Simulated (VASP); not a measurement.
# MgO (R-3m) in VASP: notebook

The runs below take MgO through single point, with r2SCAN, HSE06.

Everything below comes from runs of VASP 6.6.1. Logs are shortened: lines on timing, memory, paths and dates and some standing lists are left out, and cuts for length are marked.

### 1 The cell of the first run

Symmetry: R-3m, No. 166, trigonal system. The conventional cell has a = 2.973 Å, b = 2.973 Å, c = 7.170 Å, α = 90.00°, β = 90.00°, γ = 120.00°. Within 2.8 Å of Mg (site symmetry -3m) lie 6 O at 2.09 Å. O (site symmetry -3m) has 6 Mg at 2.09 Å within 2.8 Å.

### 2 Single point, r2SCAN (strain along [111] -1.5%)

POSCAR

```
MgO
1.0
   -0.0215822521      2.0805851647      2.0805851647
    2.0805851647     -0.0215822521      2.0805851647
    2.0805851647      2.0805851647     -0.0215822521
Mg O
1 1
Direct
    0.0000000000      0.0000000000      0.0000000000
    0.5000000000      0.5000000000      0.5000000000
```

INCAR.step1

```
SYSTEM = MgO
PREC     = Accurate       ! precision mode
ENCUT    = 920            ! plane-wave cutoff, eV
ISMEAR   = 0              ! smearing method
SIGMA    = 0.01           ! smearing width, eV
LREAL    = .False.        ! projectors in reciprocal space
LASPH    = .True.         ! aspherical terms in the spheres
NELM     = 120            ! most SCF steps
NBANDS   = 15             ! bands
GGA      = PE             ! functional
ALGO     = Normal         ! electronic algorithm
EDIFF    = 1E-5           ! SCF threshold, eV
LWAVE    = .True.         ! write WAVECAR
LCHARG   = .False.        ! write CHGCAR
GGA_COMPAT= .False.
```

INCAR.step2

```
SYSTEM = MgO
PREC     = Accurate       ! precision mode
ENCUT    = 920            ! plane-wave cutoff, eV
EDIFF    = 1E-6           ! SCF threshold, eV
ISMEAR   = 0              ! smearing method
SIGMA    = 0.01           ! smearing width, eV
LREAL    = .False.        ! projectors in reciprocal space
LASPH    = .True.         ! aspherical terms in the spheres
NELM     = 120            ! most SCF steps
ALGO     = Normal         ! electronic algorithm
ISIF     = 2              ! what is computed and relaxed
LWAVE    = .False.        ! write WAVECAR
LCHARG   = .False.        ! write CHGCAR
METAGGA  = R2SCAN         ! meta-GGA
LMIXTAU  = .True.       
NBANDS   = 15             ! bands
ISTART   = 1            
GGA_COMPAT= .False.
```

KPOINTS

```
Automatic mesh
0
Gamma
  10 10 10
  0 0 0
```

Potentials or basis: VASP PAW PBE potentials, release 64 (Mg_sv, O).

Command:

```bash
$ cat potpaw_PBE.64/Mg_sv/POTCAR potpaw_PBE.64/O/POTCAR > POTCAR
$ cp INCAR.step1 INCAR
$ mpirun -np 1 vasp_std > vasp.out
$ cp INCAR.step2 INCAR
$ mpirun -np 1 vasp_std > vasp.out
```

OUTCAR:

```text
SYSTEM = MgO
   PREC = Accurate
   ENCUT = 920
   EDIFF = 1E-6
   ISMEAR = 0
   LREAL = .False.
   LASPH = .True.
   NELM = 120
   ISIF = 2
   METAGGA = R2SCAN
   ISTART = 1

 ion  position               nearest neighbor table
   1  0.000  0.000  0.000-   2 2.09   2 2.09   2 2.09   2 2.09   2 2.09   2 2.09
   2  0.500  0.500  0.500-   1 2.09   1 2.09   1 2.09   1 2.09   1 2.09   1 2.09

  LATTYP: Found a trigonal (rhomboedric) cell.
 ALAT       =     2.9424709087
 COS(alpha) =     0.4896004944

  Lattice vectors:

 A1 = (  -0.0215822521,   2.0805851647,   2.0805851647)
 A2 = (   2.0805851647,  -0.0215822521,   2.0805851647)
 A3 = (   2.0805851647,   2.0805851647,  -0.0215822521)

Analysis of symmetry for initial positions (statically):
=====================================================================
 Subroutine PRICEL returns:
 Original cell was already a primitive cell.

 Routine SETGRP: Setting up the symmetry group for a
 trigonal (rhombohedral) supercell.

 Subroutine GETGRP returns: Found 12 space group operations
 (whereof 12 operations were pure point group operations)
 out of a pool of 12 trial point group operations.

The static configuration has the point symmetry D_3d.

Analysis of symmetry for dynamics (positions and initial velocities):
=====================================================================
 Subroutine PRICEL returns:
 Original cell was already a primitive cell.

 Routine SETGRP: Setting up the symmetry group for a
 trigonal (rhombohedral) supercell.

 Subroutine GETGRP returns: Found 12 space group operations
 (whereof 12 operations were pure point group operations)
 out of a pool of 12 trial point group operations.

The dynamic configuration has the point symmetry D_3d.

 Subroutine INISYM returns: Found 12 space group operations
 (whereof 12 operations are pure point group operations),
 and found     1 'primitive' translations

----------------------------------------------------------------------------------------

                                     Primitive cell

  volume of cell :      18.2933

  direct lattice vectors                    reciprocal lattice vectors
    -0.021582252  2.080585165  2.080585165    -0.236609694  0.239089812  0.239089812
     2.080585165 -0.021582252  2.080585165     0.239089812 -0.236609694  0.239089812
     2.080585165  2.080585165 -0.021582252     0.239089812  0.239089812 -0.236609694

  length of vectors
     2.942470909  2.942470909  2.942470909     0.412688773  0.412688773  0.412688773

  position of ions in fractional coordinates (direct lattice)
     0.000000000  0.000000000  0.000000000
     0.500000000  0.500000000  0.500000000

  ion indices of the primitive-cell ions
   primitive index   ion index
                 1           1
                 2           2

----------------------------------------------------------------------------------------

 KPOINTS: Automatic mesh

Automatic generation of k-mesh.
 Grid dimensions read from file:
 generate k-points for:   10   10   10

 Generating k-lattice:

  Cartesian coordinates                     Fractional coordinates (reciprocal lattice)
    -0.023660969  0.023908981  0.023908981     0.100000000  0.000000000  0.000000000
     0.023908981 -0.023660969  0.023908981     0.000000000  0.100000000  0.000000000
     0.023908981  0.023908981 -0.023660969     0.000000000  0.000000000  0.100000000

  Length of vectors
     0.041268877  0.041268877  0.041268877

  Shift w.r.t. Gamma in fractional coordinates (k-lattice)
     0.000000000  0.000000000  0.000000000

 Subroutine IBZKPT returns following result:
 ===========================================

 Found    116 irreducible k-points:

 Following reciprocal coordinates:
            Coordinates               Weight
  0.000000  0.000000  0.000000      1.000000
  0.100000 -0.000000 -0.000000      6.000000
  0.200000 -0.000000 -0.000000      6.000000
  0.300000 -0.000000 -0.000000      6.000000
  0.400000  0.000000  0.000000      6.000000
  0.500000 -0.000000  0.000000      3.000000
[... 16 lines left out ...]
  0.300000  0.300000 -0.000000      6.000000
  0.400000  0.300000 -0.000000     12.000000
 [... further k-points ...]
   k-points           NKPTS =    116   k-points in BZ     NKDIM =    116   number of bands    NBANDS=     15
   number of dos      NEDOS =    301   number of ions     NIONS =      2
   total plane-waves  NPLWV =  27000
   dimension x,y,z NGX =    30 NGY =   30 NGZ =   30
   dimension x,y,z NGXF=    60 NGYF=   60 NGZF=   60
   ions per type =               1   1
   NGX,Y,Z   is equivalent  to a cutoff of  16.95, 16.95, 16.95 a.u.
   NGXF,Y,Z  is equivalent  to a cutoff of  33.90, 33.90, 33.90 a.u.
 SYSTEM =  MgO
   PREC   = accura    normal or accurate (medium, high low for compatibility)
   ISTART =      1    job   : 0-new  1-cont  2-samecut
   ICHARG =      0    charge: 1-file 2-atom 10-const
   ISPIN  =      1    spin polarized calculation?
   LNONCOLLINEAR =      F non collinear calculations
   LSORBIT =      F    spin-orbit coupling
   LASPH  =      T    aspherical Exc in radial PAW
   ENCUT  =  920.0 eV  67.62 Ry    8.22 a.u.   7.28  7.28  7.28*2*pi/ulx,y,z
   NELM   =    120;   NELMIN=  2; NELMDL=  0     # of ELM steps
   EDIFF  = 0.1E-05   stopping-criterion for ELM
   LREAL  =      F    real-space projection
   EDIFFG = 0.1E-04   stopping-criterion for IOM
   NSW    =      0    number of steps for IOM
   IBRION =     -1    ionic relax: 0-MD 1-quasi-New 2-CG
   NFREE  =      0    steps in history (QN), initial steepest desc. (CG)
   ISIF   =      2    stress and relaxation
   ISYM   =      2    0-nonsym 1-usesym 2-fastsym
   POTIM  = 0.5000    time-step for ionic-motion
   TEBEG  =    0.0;   TEEND  =   0.0 temperature during run
   PSTRESS=    0.0 pullay stress
   NELECT =      16.0000    total number of electrons
   NUPDOWN=      -1.0000    fix difference up-down
   EMIN   =  10.00;   EMAX   =-10.00  energy-range for DOS
   EFERMI =   0.00;   METHOD = LEGACY
   ISMEAR =     0;   SIGMA  =   0.01  broadening in eV -4-tet -1-fermi 0-gaus
   EFERMI_NEDOS =   21; number of points for ismear=-14 and -15
   IALGO  =     38    algorithm
   IMIX   =      4    mixing-type and parameters
     AMIX     =   0.40;   BMIX     =  1.00
     AMIX_MAG =   1.60;   BMIX_MAG =  1.00
  volume/ion in A,a.u.               =       9.15        61.72
  Fermi-wavevector in a.u.,A,eV,Ry     =   1.565612  2.958578 33.349814  2.451142
  Thomas-Fermi vector in A             =   2.668063
   LORBIT       =      0    0 simple, 1 ext, 2 COOP (PROOUT), +10 PAW based schemes
   METAGGA = R2SCAN    functional components
   LHFCALC =     F    Hartree Fock is set to
   AEXX    =    0.0000 exact exchange contribution
   IVDW    =     0    specifies the selected vdW correction
   LEPSILON=     F    determine dielectric tensor
   LRPA    =     F    only Hartree local field effects (RPA)
 non-spin polarized calculation
 Gauss-broadening in eV      SIGMA  =   0.01
  energy-cutoff  :      920.00
  volume of cell :       18.29
 maximum number of plane-waves:      1197
 NGX is ok and might be reduce to    30
   NGX = 15   NGY = 15   NGZ = 15

 number of electron      16.0000001 magnetization

 Free energy of the ion-electron system (eV)
  ---------------------------------------------------
  ext. energy  EPLUGINS =         0.00000000
  ---------------------------------------------------
  free energy    TOTEN  =       -16.14804346 eV

  energy without entropy =      -16.14804346  energy(sigma->0) =      -16.14804346

 E-fermi :   2.8485     XC(G=0): -12.1586

 val. band max:        2.7339625070   @ k =   0.0000   0.0000   0.0000
 cond. band min:       8.5111552218   @ k =   0.0000   0.0000   0.0000
 fundamental gap:      5.7771927148
 Fermi energy:         2.8485142551

 k-point     1 :       0.0000    0.0000    0.0000
  band No.  band energies     occupation
      1     -72.2399      2.00000
      2     -37.3288      2.00000
      3     -37.3223      2.00000
      4     -37.3223      2.00000
      5     -15.6398      2.00000
      6       2.6164      2.00000
      7       2.6164      2.00000
      8       2.7340      2.00000
      9       8.5112      0.00000
     10      19.4851      0.00000
     11      19.4851      0.00000
     12      19.9649      0.00000
     13      23.8044      0.00000
     14      25.6659      0.00000
     15      25.6659      0.00000

 k-point     2 :       0.1000   -0.0000   -0.0000
  band No.  band energies     occupation
      1     -72.2391      2.00000
      2     -37.3331      2.00000
      3     -37.3278      2.00000
      4     -37.3231      2.00000
      5     -15.5299      2.00000
      6       1.9977      2.00000
      7       2.5466      2.00000
      8       2.6502      2.00000
      9       9.1231      0.00000
     10      18.3149      0.00000
     11      19.7523      0.00000
     12      20.1727      0.00000
     13      24.9697      0.00000
     14      25.0486      0.00000
     15      25.5501      0.00000

 k-point     3 :       0.2000   -0.0000   -0.0000
  band No.  band energies     occupation
      1     -72.2368      2.00000
      2     -37.3555      2.00000
      3     -37.3309      2.00000
      4     -37.3250      2.00000
      5     -15.2289      2.00000
      6       0.6671      2.00000
      7       2.3693      2.00000
      8       2.4664      2.00000
      9      10.3365      0.00000
     10      16.8395      0.00000
     11      20.3373      0.00000
     12      20.6935      0.00000
     13      24.2238      0.00000
     14      24.4550      0.00000
     15      26.8790      0.00000
[... 343 lines left out ...]
 k-point    23 :       0.3000    0.3000   -0.0000
  band No.  band energies     occupation
      1     -72.2320      2.00000
      2     -37.3783      2.00000
      3     -37.3453      2.00000
      4     -37.3425      2.00000
      5     -14.6286      2.00000
      6      -0.5348      2.00000
      7       1.6286      2.00000
      8       1.7434      2.00000
      9      12.7605      0.00000
     10      14.0980      0.00000
     11      18.5996      0.00000
     12      22.0586      0.00000
     13      22.3081      0.00000
     14      28.4489      0.00000
     15      32.1507      0.00000

 k-point    24 :       0.4000    0.3000   -0.0000
  band No.  band energies     occupation
      1     -72.2302      2.00000
      2     -37.3893      2.00000
      3     -37.3495      2.00000
      4     -37.3472      2.00000
      5     -14.3843      2.00000
      6      -0.9800      2.00000
      7       1.2643      2.00000
      8       1.5914      2.00000
      9      13.5488      0.00000
     10      13.8285      0.00000
     11      17.7382      0.00000
     12      22.5837      0.00000
     13      22.6290      0.00000
     14      29.2900      0.00000
     15      31.6344      0.00000

 [... further k-points ...]
[... 5 lines left out ...]
  --------------------------------------------------------------------------------------
  -------------------------------------------------------------------------------------
  Total        0.3631656      0.3631656      0.3631656      0.1810292      0.1810292      0.1810292
  in kB       31.8070632     31.8070632     31.8070632     15.8550417     15.8550417     15.8550417
  external PRESSURE =      31.8070632 kB  Pullay stress =       0.0000000 kB

 VOLUME and BASIS-vectors are now :
 -----------------------------------------------------------------------------
  energy-cutoff  :      920.00
  volume of cell :       18.29
      direct lattice vectors                 reciprocal lattice vectors
    -0.021582252  2.080585165  2.080585165    -0.236609694  0.239089812  0.239089812
     2.080585165 -0.021582252  2.080585165     0.239089812 -0.236609694  0.239089812
     2.080585165  2.080585165 -0.021582252     0.239089812  0.239089812 -0.236609694

 POSITION                                       TOTAL-FORCE (eV/Angst)
 -----------------------------------------------------------------------------------
      0.00000      0.00000      0.00000        -0.000000      0.000000     -0.000000
      2.06979      2.06979      2.06979         0.000000     -0.000000      0.000000
 -----------------------------------------------------------------------------------
    total drift:                                0.000000      0.000000      0.000000

  FREE ENERGIE OF THE ION-ELECTRON SYSTEM (eV)
  ---------------------------------------------------
  free  energy   TOTEN  =       -16.1480434630 eV

  energy  without entropy=      -16.1480434630  energy(sigma->0) =      -16.14804346
```

Wall time 4.4 min (1 thread of Intel Xeon Platinum 8559C (Emerald Rapids), shared host); peak memory 0.21 GiB.

Results:

- Free energy: -16.1480 eV
- Pressure: 3.2 GPa
- Band gap on the k mesh: 5.78 eV

Stress tensor (GPa, compression positive):
```
3.18 1.59 1.59
1.59 3.18 1.59
1.59 1.59 3.18
```

Levels at points of the mesh, in eV from the valence-band top:
```tsv
k point	band 6	band 7	band 8	band 9	band 10	band 11
(0.00, 0.00, 0.00)	-0.12	-0.12	0.00	5.78	16.75	16.75
(0.50, 0.00, 0.00)	-4.79	-0.80	-0.71	8.93	13.95	17.63
(0.50, 0.50, 0.00)	-4.24	-1.54	-1.41	9.98	11.32	14.47
(0.50, 0.50, 0.50)	-4.72	-0.85	-0.85	8.78	14.19	17.42
```

Caveat: the cell differs from its parent crystal (strain along [111] -1.5%); the cell stands under pressure; the PAW data sets were made with another functional, which shifts forces and pressure a little.

### 3 Single point, HSE06 (strain along [111] -1.5%)

POSCAR is that of step 2.

INCAR.step1

```
SYSTEM = MgO
  PREC = Accurate
  ENCUT = 520
  EDIFF = 1E-5
  ISMEAR = 0
  SIGMA = 0.01
  LREAL = .False.
  LASPH = .True.
  NELM = 60
  ALGO = Normal
  ISIF = 2
  LWAVE = .True.
  LCHARG = .False.
  GGA = PE
  NBANDS = 11
```

INCAR.step2

```
SYSTEM = MgO
  PREC = Accurate
  ENCUT = 520
  EDIFF = 1E-6
  ISMEAR = 0
  SIGMA = 0.01
  LREAL = .False.
  LASPH = .True.
  NELM = 60
  ALGO = Normal
  ISIF = 2
  LWAVE = .False.
  LCHARG = .False.
  GGA = PE
  LHFCALC = .True.
  HFSCREEN = 0.2079
  PRECFOCK = Normal
  ISTART = 1
  NBANDS = 11
```

KPOINTS

```
Automatic mesh
0
Gamma
  8 8 8
  0 0 0
```

Potentials or basis: VASP PAW PBE potentials, release 64 (Mg, O).

Command:

```bash
$ cat potpaw_PBE.64/Mg/POTCAR potpaw_PBE.64/O/POTCAR > POTCAR
$ cp INCAR.step1 INCAR
$ mpirun -np 1 vasp_std > vasp.out
$ cp INCAR.step2 INCAR
$ mpirun -np 1 vasp_std > vasp.out
```

OUTCAR:

```text
SYSTEM = MgO
   PREC = Accurate
   ENCUT = 520
   EDIFF = 1E-6
   ISMEAR = 0
   LREAL = .False.
   LASPH = .True.
   NELM = 60
   ISIF = 2
   GGA = PE
   LHFCALC = .True.
   HFSCREEN = 0.2079
   PRECFOCK = Normal
   ISTART = 1

 ion  position               nearest neighbor table
   1  0.000  0.000  0.000-   2 2.09   2 2.09   2 2.09   2 2.09   2 2.09   2 2.09
   2  0.500  0.500  0.500-   1 2.09   1 2.09   1 2.09   1 2.09   1 2.09   1 2.09

  LATTYP: Found a trigonal (rhomboedric) cell.
 ALAT       =     2.9424709087
 COS(alpha) =     0.4896004944

[... 525 lines left out ...]
      6      16.2397      0.00000
      7      20.0610      0.00000
      8      21.5548      0.00000
      9      23.2426      0.00000
     10      26.0507      0.00000
     11      28.3221      0.00000

 [... further k-points ...]
[... 5 lines left out ...]
  --------------------------------------------------------------------------------------
  -------------------------------------------------------------------------------------
  Total        0.2328154      0.2328154      0.2328154      0.1828619      0.1828619      0.1828619
  in kB       20.3906227     20.3906227     20.3906227     16.0155594     16.0155594     16.0155594
  external PRESSURE =      20.3906227 kB  Pullay stress =       0.0000000 kB

 VOLUME and BASIS-vectors are now :
 -----------------------------------------------------------------------------
  energy-cutoff  :      520.00
  volume of cell :       18.29
      direct lattice vectors                 reciprocal lattice vectors
    -0.021582252  2.080585165  2.080585165    -0.236609694  0.239089812  0.239089812
     2.080585165 -0.021582252  2.080585165     0.239089812 -0.236609694  0.239089812
     2.080585165  2.080585165 -0.021582252     0.239089812  0.239089812 -0.236609694

 POSITION                                       TOTAL-FORCE (eV/Angst)
 -----------------------------------------------------------------------------------
      0.00000      0.00000      0.00000        -0.000000      0.000000     -0.000000
      2.06979      2.06979      2.06979         0.000000     -0.000000      0.000000
 -----------------------------------------------------------------------------------
    total drift:                                0.000052      0.000024      0.000054

  FREE ENERGIE OF THE ION-ELECTRON SYSTEM (eV)
  ---------------------------------------------------
  free  energy   TOTEN  =       -14.2058072823 eV

  energy  without entropy=      -14.2058072823  energy(sigma->0) =      -14.20580728
```

OUTCAR.step1:

```text
SYSTEM = MgO
   PREC = Accurate
   ENCUT = 520
   EDIFF = 1E-5
   ISMEAR = 0
   LREAL = .False.
   LASPH = .True.
[... 559 lines left out ...]
      0.00000      0.00000      0.00000         0.000000     -0.000000      0.000000
      2.06979      2.06979      2.06979        -0.000000      0.000000     -0.000000
 -----------------------------------------------------------------------------------
    total drift:                               -0.000000     -0.000000      0.000000

  FREE ENERGIE OF THE ION-ELECTRON SYSTEM (eV)
  ---------------------------------------------------
  free  energy   TOTEN  =       -11.8882995996 eV

  energy  without entropy=      -11.8882995996  energy(sigma->0) =      -11.88829960
```

Wall time 1.5 h (1 thread of Oxide Virtual Turin-like, shared host); peak memory 0.24 GiB.

What came out:

```yaml
Free_energy: -14.2058 eV
Pressure: 2.0 GPa
Band_gap_on_the_k_mesh: 6.58 eV
```

Stress tensor (GPa, compression positive):
```
2.04 1.60 1.60
1.60 2.04 1.60
1.60 1.60 2.04
```

Levels at points of the mesh, in eV from the valence-band top:
```csv
k point,band 1,band 2,band 3,band 4,band 5,band 6,band 7,band 8
"(0.00, 0.00, 0.00)",-19.01,-0.11,-0.11,0.00,6.58,17.65,17.65,18.13
"(0.50, 0.00, 0.00)",-17.62,-5.12,-0.83,-0.75,9.77,14.98,18.44,18.66
"(0.50, 0.50, 0.00)",-17.33,-4.55,-1.64,-1.51,10.80,12.03,15.52,21.52
"(0.50, 0.50, 0.50)",-17.57,-5.05,-0.88,-0.88,9.63,15.22,18.24,18.24
```

Caveat: the cell differs from its parent crystal (strain along [111] -1.5%); the PAW data sets were made with another functional, which shifts forces and pressure a little.
